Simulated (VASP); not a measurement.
# CdS (I4/mmm) in VASP: single point with r2SCAN

Aim: the single point of CdS with r2SCAN.

All numbers are computed with VASP 6.6.1; they aren't measurements. Logs are shortened: lines on timing, memory, paths and dates and some standing lists are left out, and cuts for length are marked.

### Step 1. The cell of the first run

Symmetry: I4/mmm, No. 139, tetragonal system. Conventional cell: a = 3.999 Å, b = 3.999 Å, c = 5.306 Å, α = 90.00°, β = 90.00°, γ = 90.00°. Cd (site symmetry 4/mmm) has 6 S at 2.65 to 2.83 Å within 3.5 Å. S (site symmetry 4/mmm) has 6 Cd at 2.65 to 2.83 Å within 3.5 Å.

### Step 2. Single point, r2SCAN (epitaxial xy strain +3.7%)

Input file POSCAR:

```
CdS
1.0
    0.0000000000      2.8273945987      2.6531737377
    2.8273945987      0.0000000000      2.6531737377
    2.8273945987      2.8273945987      0.0000000000
Cd S
1 1
Direct
    0.0000000000      0.0000000000      0.0000000000
    0.5000000000      0.5000000000      0.5000000000
```

Input file INCAR.step1:

```
SYSTEM = CdS
PREC = Accurate ; ENCUT = 520
ISMEAR = -1 ; SIGMA = 0.02
LREAL = .FALSE. ; LASPH = .TRUE.
NELM = 60 ; NBANDS = 16
GGA = PE ; ALGO = Normal
EDIFF = 1E-4 ; LWAVE = .TRUE.
LCHARG = .FALSE.
```

Input file INCAR.step2:

```
SYSTEM = CdS
PREC = Accurate ; ENCUT = 520
EDIFF = 1E-6 ; ISMEAR = -1
SIGMA = 0.02 ; LREAL = .FALSE.
LASPH = .TRUE. ; NELM = 60
ALGO = Normal ; ISIF = 2
LWAVE = .FALSE. ; LCHARG = .FALSE.
METAGGA = R2SCAN ; LMIXTAU = .TRUE.
NBANDS = 16 ; ISTART = 1
```

Input file KPOINTS:

```
regular mesh
0
G
  8 8 8
  0 0 0
```

Potentials or basis: VASP PAW PBE potentials, release 64 (Cd, S).

The run is started by

```console
> cat potpaw_PBE.64/Cd/POTCAR potpaw_PBE.64/S/POTCAR > POTCAR
> cp INCAR.step1 INCAR
> mpirun -np 1 vasp_std > vasp.out
> cp INCAR.step2 INCAR
> mpirun -np 1 vasp_std > vasp.out
```

OUTCAR:

```text
SYSTEM = CdS
   PREC = Accurate
   ENCUT = 520
   EDIFF = 1E-6
   ISMEAR = -1
   LREAL = .FALSE.
   LASPH = .TRUE.
   NELM = 60
   ISIF = 2
   METAGGA = R2SCAN
   ISTART = 1

 ion  position               nearest neighbor table
   1  0.000  0.000  0.000-   2 2.65   2 2.65   2 2.83   2 2.83   2 2.83   2 2.83
   2  0.500  0.500  0.500-   1 2.65   1 2.65   1 2.83   1 2.83   1 2.83   1 2.83

  LATTYP: Found a body centered tetragonal cell.
 ALAT       =     3.9985397877
 C/A-ratio  =     1.3270713203

  Lattice vectors:

 A1 = (   0.0000000000,  -2.8273945987,  -2.6531737377)
 A2 = (   0.0000000000,   2.8273945987,  -2.6531737377)
 A3 = (   2.8273945987,   0.0000000000,   2.6531737377)

Analysis of symmetry for initial positions (statically):
=====================================================================
 Subroutine PRICEL returns:
 Original cell was already a primitive cell.

 Routine SETGRP: Setting up the symmetry group for a
 body centered tetragonal supercell.

 Subroutine GETGRP returns: Found 16 space group operations
 (whereof 16 operations were pure point group operations)
 out of a pool of 16 trial point group operations.

The static configuration has the point symmetry D_4h.

Analysis of symmetry for dynamics (positions and initial velocities):
=====================================================================
 Subroutine PRICEL returns:
 Original cell was already a primitive cell.

 Routine SETGRP: Setting up the symmetry group for a
 body centered tetragonal supercell.

 Subroutine GETGRP returns: Found 16 space group operations
 (whereof 16 operations were pure point group operations)
 out of a pool of 16 trial point group operations.

The dynamic configuration has the point symmetry D_4h.

 Subroutine INISYM returns: Found 16 space group operations
 (whereof 16 operations are pure point group operations),
 and found     1 'primitive' translations

----------------------------------------------------------------------------------------

                                     Primitive cell

  volume of cell :      42.4198

  direct lattice vectors                    reciprocal lattice vectors
     0.000000000  2.827394599  2.653173738    -0.176841252  0.176841252  0.188453546
     2.827394599  0.000000000  2.653173738     0.176841252 -0.176841252  0.188453546
     2.827394599  2.827394599  0.000000000     0.176841252  0.176841252 -0.188453546

  length of vectors
     3.877304618  3.877304618  3.998539788     0.313145966  0.313145966  0.313145966

  position of ions in fractional coordinates (direct lattice)
     0.000000000  0.000000000  0.000000000
     0.500000000  0.500000000  0.500000000

  ion indices of the primitive-cell ions
   primitive index   ion index
                 1           1
                 2           2

----------------------------------------------------------------------------------------

 KPOINTS: regular mesh

Automatic generation of k-mesh.
 Grid dimensions read from file:
 generate k-points for:    8    8    8

 Generating k-lattice:

  Cartesian coordinates                     Fractional coordinates (reciprocal lattice)
    -0.022105156  0.022105156  0.023556693     0.125000000  0.000000000  0.000000000
     0.022105156 -0.022105156  0.023556693     0.000000000  0.125000000  0.000000000
     0.022105156  0.022105156 -0.023556693     0.000000000  0.000000000  0.125000000

  Length of vectors
     0.039143246  0.039143246  0.039143246

  Shift w.r.t. Gamma in fractional coordinates (k-lattice)
     0.000000000  0.000000000  0.000000000

 Subroutine IBZKPT returns following result:
 ===========================================

 Found     59 irreducible k-points:

 Following reciprocal coordinates:
            Coordinates               Weight
  0.000000  0.000000  0.000000      1.000000
  0.125000 -0.000000  0.000000      8.000000
  0.250000 -0.000000  0.000000      8.000000
  0.375000 -0.000000  0.000000      8.000000
  0.500000 -0.000000  0.000000      4.000000
  0.125000  0.125000  0.000000      2.000000
[... 16 lines left out ...]
  0.250000 -0.000000  0.125000     16.000000
  0.375000 -0.000000  0.125000     16.000000
 [... further k-points ...]
   k-points           NKPTS =     59   k-points in BZ     NKDIM =     59   number of bands    NBANDS=     16
   number of dos      NEDOS =    301   number of ions     NIONS =      2
   total plane-waves  NPLWV =  27000
   dimension x,y,z NGX =    30 NGY =   30 NGZ =   30
   dimension x,y,z NGXF=    60 NGYF=   60 NGZF=   60
   ions per type =               1   1
   NGX,Y,Z   is equivalent  to a cutoff of  12.86, 12.86, 12.47 a.u.
   NGXF,Y,Z  is equivalent  to a cutoff of  25.73, 25.73, 24.95 a.u.
 SYSTEM =  CdS
   PREC   = accura    normal or accurate (medium, high low for compatibility)
   ISTART =      1    job   : 0-new  1-cont  2-samecut
   ICHARG =      0    charge: 1-file 2-atom 10-const
   ISPIN  =      1    spin polarized calculation?
   LNONCOLLINEAR =      F non collinear calculations
   LSORBIT =      F    spin-orbit coupling
   LASPH  =      T    aspherical Exc in radial PAW
   ENCUT  =  520.0 eV  38.22 Ry    6.18 a.u.   7.21  7.21  7.43*2*pi/ulx,y,z
   NELM   =     60;   NELMIN=  2; NELMDL=  0     # of ELM steps
   EDIFF  = 0.1E-05   stopping-criterion for ELM
   LREAL  =      F    real-space projection
[... 7 lines left out ...]
   TEBEG  =    0.0;   TEEND  =   0.0 temperature during run
   PSTRESS=    0.0 pullay stress
   NELECT =      18.0000    total number of electrons
   NUPDOWN=      -1.0000    fix difference up-down
   EMIN   =  10.00;   EMAX   =-10.00  energy-range for DOS
   EFERMI =   0.00;   METHOD = LEGACY
   ISMEAR =    -1;   SIGMA  =   0.02  broadening in eV -4-tet -1-fermi 0-gaus
   EFERMI_NEDOS =   21; number of points for ismear=-14 and -15
   IALGO  =     38    algorithm
   IMIX   =      4    mixing-type and parameters
     AMIX     =   0.40;   BMIX     =  1.00
     AMIX_MAG =   1.60;   BMIX_MAG =  1.00
  volume/ion in A,a.u.               =      21.21       143.13
  Fermi-wavevector in a.u.,A,eV,Ry     =   1.230201  2.324743 20.590990  1.513395
  Thomas-Fermi vector in A             =   2.365059
   LORBIT       =      0    0 simple, 1 ext, 2 COOP (PROOUT), +10 PAW based schemes
   METAGGA = R2SCAN    functional components
   LHFCALC =     F    Hartree Fock is set to
   AEXX    =    0.0000 exact exchange contribution
   IVDW    =     0    specifies the selected vdW correction
   LEPSILON=     F    determine dielectric tensor
   LRPA    =     F    only Hartree local field effects (RPA)
 non-spin polarized calculation
  energy-cutoff  :      520.00
  volume of cell :       42.42
 maximum number of plane-waves:      1178
 NGX is ok and might be reduce to    30
   NGX = 15   NGY = 15   NGZ = 15

 number of electron      18.0000002 magnetization

 Free energy of the ion-electron system (eV)
  ---------------------------------------------------
  ext. energy  EPLUGINS =         0.00000000
  ---------------------------------------------------
  free energy    TOTEN  =       -29.48597959 eV

  energy without entropy =      -29.48597953  energy(sigma->0) =      -29.48597956

 E-fermi :   2.6855     XC(G=0): -10.7597

 val. band max:        2.4505659231   @ k =   0.5000  -0.0000   0.0000
 cond. band min:       2.8920732671   @ k =   0.5000   0.5000   0.0000
 fundamental gap:      0.4415073440
 Fermi energy:         2.6854508314

 k-point     1 :       0.0000    0.0000    0.0000
  band No.  band energies     occupation
      1     -10.7430      2.00000
      2      -5.5002      2.00000
      3      -5.5002      2.00000
      4      -5.4740      2.00000
      5      -5.4727      2.00000
      6      -5.4347      2.00000
[... 8 lines left out ...]
     15      13.8202      0.00000
     16      14.3083      0.00000

 k-point     2 :       0.1250   -0.0000    0.0000
  band No.  band energies     occupation
      1     -10.6148      2.00000
      2      -5.5256      2.00000
      3      -5.5203      2.00000
      4      -5.5016      2.00000
      5      -5.4623      2.00000
      6      -5.4248      2.00000
[... 8 lines left out ...]
     15      13.1594      0.00000
     16      14.3924      0.00000

 k-point     3 :       0.2500   -0.0000    0.0000
  band No.  band energies     occupation
      1     -10.2731      2.00000
      2      -5.6515      2.00000
      3      -5.6103      2.00000
      4      -5.5395      2.00000
      5      -5.3890      2.00000
      6      -5.3815      2.00000
[... 8 lines left out ...]
     15      13.7345      0.00000
     16      14.0665      0.00000

 k-point     4 :       0.3750   -0.0000    0.0000
  band No.  band energies     occupation
      1      -9.8682      2.00000
      2      -5.7825      2.00000
      3      -5.6987      2.00000
      4      -5.6202      2.00000
      5      -5.3309      2.00000
      6      -5.3127      2.00000
[... 8 lines left out ...]
     15      14.9505      0.00000
     16      15.1610      0.00000
[... 324 lines left out ...]
 k-point    22 :       0.1250    0.0000    0.1250
  band No.  band energies     occupation
      1     -10.5974      2.00000
      2      -5.5377      2.00000
      3      -5.5181      2.00000
      4      -5.4684      2.00000
      5      -5.4598      2.00000
      6      -5.4156      2.00000
[... 8 lines left out ...]
     15      15.1092      0.00000
     16      15.2112      0.00000

 k-point    23 :       0.2500   -0.0000    0.1250
  band No.  band energies     occupation
      1     -10.3597      2.00000
      2      -5.5951      2.00000
      3      -5.5346      2.00000
      4      -5.5182      2.00000
      5      -5.4086      2.00000
      6      -5.3729      2.00000
[... 8 lines left out ...]
     15      14.7171      0.00000
     16      15.5537      0.00000

 k-point    24 :       0.3750   -0.0000    0.1250
  band No.  band energies     occupation
      1     -10.0001      2.00000
      2      -5.6441      2.00000
      3      -5.6338      2.00000
      4      -5.5716      2.00000
      5      -5.3402      2.00000
      6      -5.3186      2.00000
[... 8 lines left out ...]
     15      15.3209      0.00000
     16      15.7087      0.00000

 [... further k-points ...]

------------------------ aborting loop because EDIFF is reached ----------------------------------------

  FORCE on cell =-STRESS in cart. coord.  units (eV):
  Direction    XX          YY          ZZ          XY          YZ          ZX
  --------------------------------------------------------------------------------------
  -------------------------------------------------------------------------------------
  Total       -1.0116639     -1.0116639      0.1335382      0.0000000      0.0000000     -0.0000000
  in kB      -38.2101119    -38.2101119      5.0436799      0.0000000      0.0000000     -0.0000000
  external PRESSURE =     -23.7921813 kB  Pullay stress =       0.0000000 kB

 VOLUME and BASIS-vectors are now :
 -----------------------------------------------------------------------------
  energy-cutoff  :      520.00
  volume of cell :       42.42
      direct lattice vectors                 reciprocal lattice vectors
     0.000000000  2.827394599  2.653173738    -0.176841252  0.176841252  0.188453546
     2.827394599  0.000000000  2.653173738     0.176841252 -0.176841252  0.188453546
     2.827394599  2.827394599  0.000000000     0.176841252  0.176841252 -0.188453546

 POSITION                                       TOTAL-FORCE (eV/Angst)
 -----------------------------------------------------------------------------------
      0.00000      0.00000      0.00000         0.000000      0.000000      0.000000
      2.82739      2.82739      2.65317         0.000000     -0.000000     -0.000000
 -----------------------------------------------------------------------------------
    total drift:                               -0.000000      0.000000      0.000000

  FREE ENERGIE OF THE ION-ELECTRON SYSTEM (eV)
  ---------------------------------------------------
  free  energy   TOTEN  =       -29.4859795923 eV

  energy  without entropy=      -29.4859795306  energy(sigma->0) =      -29.48597956
```

Run time: 2.2 min. Hardware: 1 thread of Intel Xeon 6975P-C (Granite Rapids), shared host; peak memory 0.19 GiB.

Results:

```
Free energy            : -29.4860 eV
Pressure               : -2.4 GPa
Band gap on the k mesh : 0.44 eV, indirect (least direct gap 1.96 eV)
```

Caveat: the cell differs from its parent crystal (epitaxial xy strain +3.7%); the PAW data sets were made with another functional, which shifts forces and pressure a little. A k mesh can miss the band edges.
